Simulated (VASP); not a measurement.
# SrTiO3 (R-3m) in VASP: single point with PBE

Aim: the single point of SrTiO3 with PBE.

All numbers are computed with VASP 6.6.1; they aren't measurements. Logs are shortened: lines on timing, memory, paths and dates and some standing lists are left out, and cuts for length are marked.

### Step 1. The cell of the first run

The structure is trigonal, space group R-3m (No. 166). The conventional cell has a = 4.939 Å, b = 4.939 Å, c = 10.063 Å, α = 90.00°, β = 90.00°, γ = 120.00°. Sr (site symmetry -3m) has 6 O at 2.47 Å within 3.3 Å. Within 2.9 Å of Ti (site symmetry -3m) lie 6 O at 2.20 Å. Within 2.9 Å of O (site symmetry 2/m) lie 2 Ti at 2.20 Å and 2 Sr at 2.47 Å and 4 O at 2.47 Å.

### Step 2. Single point, PBE, collinear spin, ferromagnetic start

Input file INCAR:

```
  PREC = Accurate
  ENCUT = 520
  EDIFF = 1E-6
  ISMEAR = 0
  SIGMA = 0.1
  LREAL = False
  LASPH = True
  NELM = 150
  ALGO = Normal
  ISIF = 2
  LWAVE = False
  LCHARG = False
  ISPIN = 2
  MAGMOM = 0 1 0 0 0
  LORBIT = 11
  LMAXMIX = 4
  GGA = PE
  NBANDS = 32
```

Input file KPOINTS:

```
regular mesh
0
Gamma
  6 6 6
```

Input file POSCAR:

```
SrTiO3
1.0
    2.4696084100      1.4258290800      3.3543396500
   -2.4696084100      1.4258290800      3.3543396500
    0.0000000000     -2.8516581700      3.3543396500
Sr Ti O
1 1 3
Direct
    0.5000000000      0.5000000000      0.5000000000
    0.0000000000      0.0000000000      0.0000000000
    0.0000000000      0.0000000000      0.5000000000
    0.5000000000      0.0000000000      0.0000000000
    0.0000000000      0.5000000000      0.0000000000
```

Potentials or basis: VASP PAW PBE potentials, release 64 (Sr_sv, Ti_sv, O).

Run with:

```sh
$ cat potpaw_PBE.64/Sr_sv/POTCAR potpaw_PBE.64/Ti_sv/POTCAR potpaw_PBE.64/O/POTCAR > POTCAR
$ mpirun -np 1 vasp_std > vasp.out
```

OUTCAR:

```text
PREC = Accurate
   ENCUT = 520
   EDIFF = 1E-6
   ISMEAR = 0
   LREAL = False
   LASPH = True
   NELM = 150
   ISIF = 2
   ISPIN = 2
   LORBIT = 11
   GGA = PE

 ion  position               nearest neighbor table
   1  0.500  0.500  0.500-   3 2.47   3 2.47   4 2.47   4 2.47   5 2.47   5 2.47   2 3.31   2 3.31
                             2 3.31   2 3.31   2 3.31   2 3.31
   2  0.000  0.000  0.000-   4 2.20   5 2.20   5 2.20   4 2.20   3 2.20   3 2.20   1 3.31   1 3.31
                             1 3.31   1 3.31   1 3.31   1 3.31
   3  0.000  0.000  0.500-   2 2.20   2 2.20   1 2.47   1 2.47
   4  0.500  0.000  0.000-   2 2.20   2 2.20   1 2.47   1 2.47
   5  0.000  0.500  0.000-   2 2.20   2 2.20   1 2.47   1 2.47

  LATTYP: Found a trigonal (rhomboedric) cell.
 ALAT       =     4.4026751874
 COS(alpha) =     0.3707070065

  Lattice vectors:

 A1 = (   2.4696084100,   1.4258290800,   3.3543396500)
 A2 = (  -2.4696084100,   1.4258290800,   3.3543396500)
 A3 = (   0.0000000000,  -2.8516581700,   3.3543396500)

Analysis of symmetry for initial positions (statically):
=====================================================================
 Subroutine PRICEL returns:
 Original cell was already a primitive cell.

 Routine SETGRP: Setting up the symmetry group for a
 trigonal (rhombohedral) supercell.

 Subroutine GETGRP returns: Found 12 space group operations
 (whereof 12 operations were pure point group operations)
 out of a pool of 12 trial point group operations.

The static configuration has the point symmetry D_3d.

Analysis of symmetry for dynamics (positions and initial velocities):
=====================================================================
 Subroutine PRICEL returns:
 Original cell was already a primitive cell.

 Routine SETGRP: Setting up the symmetry group for a
 trigonal (rhombohedral) supercell.

 Subroutine GETGRP returns: Found 12 space group operations
 (whereof 12 operations were pure point group operations)
 out of a pool of 12 trial point group operations.

The dynamic configuration has the point symmetry D_3d.

Analysis of structural, dynamic, and magnetic symmetry:
=====================================================================
 Subroutine PRICEL returns:
 Original cell was already a primitive cell.

 Routine SETGRP: Setting up the symmetry group for a
 trigonal (rhombohedral) supercell.

 Subroutine GETGRP returns: Found 12 space group operations
 (whereof 12 operations were pure point group operations)
 out of a pool of 12 trial point group operations.

The overall configuration has the point symmetry D_3d.

[... 137 lines left out ...]
  energy-cutoff  :      520.00
  volume of cell :       70.87
 maximum number of plane-waves:      1922
 NGX is ok and might be reduce to    36
   NGX = 17   NGY = 17   NGZ = 17

 number of electron      40.0000010 magnetization       0.0190070

 number of electron      40.0000010 magnetization      -0.0013580

 Free energy of the ion-electron system (eV)
  ---------------------------------------------------
  ext. energy  EPLUGINS =         0.00000000
  ---------------------------------------------------
  free energy    TOTEN  =       -33.37455974 eV

  energy without entropy =      -33.35401204  energy(sigma->0) =      -33.36428589

 E-fermi :   4.1386     XC(G=0): -10.3241

 val. band max:        4.1250235528   @ k =   0.3333   0.0000   0.0000
 cond. band min:       4.1478857817   @ k =   0.3333   0.1667   0.1667
 fundamental gap:      0.0228622288
 Fermi energy:         4.1385545609

 spin component 1

 k-point     1 :       0.0000    0.0000    0.0000
  band No.  band energies     occupation
      1     -54.1910      1.00000
      2     -30.4627      1.00000
      3     -30.4627      1.00000
      4     -30.2119      1.00000
      5     -29.6115      1.00000
      6     -14.1030      1.00000
[... 829 lines left out ...]
     31      13.4004      0.00000
     32      14.0111      0.00000

 [... further k-points ...]

 spin component 2

 k-point     1 :       0.0000    0.0000    0.0000
  band No.  band energies     occupation
      1     -54.1916      1.00000
      2     -30.4634      1.00000
      3     -30.4634      1.00000
      4     -30.2124      1.00000
      5     -29.6115      1.00000
      6     -14.1033      1.00000
[... 829 lines left out ...]
     31      13.4001      0.00000
     32      14.0110      0.00000

 [... further k-points ...]

------------------------ aborting loop because EDIFF is reached ----------------------------------------

  FORCE on cell =-STRESS in cart. coord.  units (eV):
  Direction    XX          YY          ZZ          XY          YZ          ZX
  --------------------------------------------------------------------------------------
  -------------------------------------------------------------------------------------
  Total        8.2621598      8.2621598    -24.0890624      0.0000000      0.0000000      0.0000000
  in kB      186.7885806    186.7885814   -544.5987342      0.0000000      0.0000005      0.0000000
  external PRESSURE =     -57.0071908 kB  Pullay stress =       0.0000000 kB

 VOLUME and BASIS-vectors are now :
 -----------------------------------------------------------------------------
  energy-cutoff  :      520.00
  volume of cell :       70.87
      direct lattice vectors                 reciprocal lattice vectors
     2.469608410  1.425829080  3.354339650     0.202461248  0.116891056  0.099373757
    -2.469608410  1.425829080  3.354339650    -0.202461248  0.116891056  0.099373757
     0.000000000 -2.851658170  3.354339650     0.000000000 -0.233782111  0.099373757

 POSITION                                       TOTAL-FORCE (eV/Angst)
 -----------------------------------------------------------------------------------
      0.00000     -0.00000      5.03151        -0.000000     -0.000000     -0.000000
      0.00000      0.00000      0.00000        -0.000000     -0.000000      0.000000
      0.00000     -1.42583      1.67717         0.000000      0.000000      0.000000
      1.23480      0.71291      1.67717        -0.000000     -0.000000     -0.000000
     -1.23480      0.71291      1.67717         0.000000     -0.000000      0.000000
 -----------------------------------------------------------------------------------
    total drift:                                0.000000      0.000000     -0.000000

  FREE ENERGIE OF THE ION-ELECTRON SYSTEM (eV)
  ---------------------------------------------------
  free  energy   TOTEN  =       -33.3745597361 eV

  energy  without entropy=      -33.3540120429  energy(sigma->0) =      -33.36428589

 total charge

# of ion       s       p       d       tot
------------------------------------------
    1        2.012   5.818   0.283   8.112
    2        2.141   6.118   1.681   9.940
    3        1.573   3.354   0.000   4.927
    4        1.573   3.354   0.000   4.927
    5        1.573   3.354   0.000   4.927
--------------------------------------------------
tot          8.873  21.997   1.964  32.834

 magnetization (x)

# of ion       s       p       d       tot
------------------------------------------
    1       -0.000  -0.000  -0.000  -0.000
    2       -0.000  -0.000  -0.000  -0.000
    3       -0.000  -0.000   0.000  -0.000
    4       -0.000  -0.000   0.000  -0.000
    5       -0.000  -0.000   0.000  -0.000
--------------------------------------------------
tot         -0.000  -0.000  -0.000  -0.001
```

Run time: 6.3 min. Hardware: 1 thread of Intel Xeon 8259CL, shared host; peak memory 0.32 GiB.

Results:

| Property | Result |
| --- | --- |
| Free energy | -33.3746 eV |
| Pressure | -5.7 GPa |
| Band gap on the k mesh | zero (filled and empty bands overlap) |
| Net moment | 0.00 μB per cell |
| Valence electrons inside the program's atomic spheres | Sr 8.11; Ti 9.94; O 4.93 |

Stress tensor (GPa, compression positive):
```
 18.68   0.00   0.00
  0.00  18.68   0.00
  0.00   0.00 -54.46
```

Caveat: semilocal functionals often make such compounds metallic where correlation or magnetic order opens a gap, which also shifts bond lengths.
